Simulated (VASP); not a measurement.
A run of VASP 6.6.1:

Contents of INCAR:

```
SYSTEM = ZnS
PREC = Accurate
ENCUT = 520
EDIFF = 1E-7
ISMEAR = 0
SIGMA = 0.05
LREAL = .False.
LASPH = .True.
NELM = 100
ALGO = Normal
ISIF = 2
LWAVE = .False.
LCHARG = .False.
GGA = PE
NBANDS = 66
```

Contents of KPOINTS:

```
regular mesh
0
Gamma
  8 8 2
  0 0 0
```

File POSCAR:

```
ZnS
1.0
   -3.8462043731      0.0000000000      0.0000000000
   -1.9231021865     -3.3309106952      0.0000000000
   -3.8460120628     -2.2204960998     18.8985751533
Zn S
6 6
Direct
   -0.2568402181     -0.2568402181      0.7706488596
    0.4098097819      0.4098097819      0.2706488596
    0.1875329576      0.1875329576      0.6040807676
    0.8541829576      0.8541829576      0.1040807676
   -0.0347341698     -0.0347341698      0.9374981296
    0.6319158302      0.6319158302      0.4374981296
    0.3264847470      0.3264847470      0.3956426616
    0.6598347470      0.6598347470      0.8956426616
    0.2152489843      0.2152489843      0.0624796476
    0.5485989843      0.5485989843      0.5624796476
    0.1043650052      0.1043650052      0.7288389341
    0.7710150052      0.7710150052      0.2288389341
```

Potentials or basis: VASP PAW PBE potentials, release 64 (Zn, S).

Command:

```sh
$ cat potpaw_PBE.64/Zn/POTCAR potpaw_PBE.64/S/POTCAR > POTCAR
$ mpirun -np 1 vasp_std > vasp.out
```

Hardware: 1 thread of Oxide Virtual Turin-like Processor, on a shared host.

Problem. Estimate the wall time of this run.

Solution. It took 19 min on 1 thread of Oxide Virtual Turin-like Processor, with other jobs on the host, peak memory 0.62 GiB. Counts: scf iterations 18, k points 42.
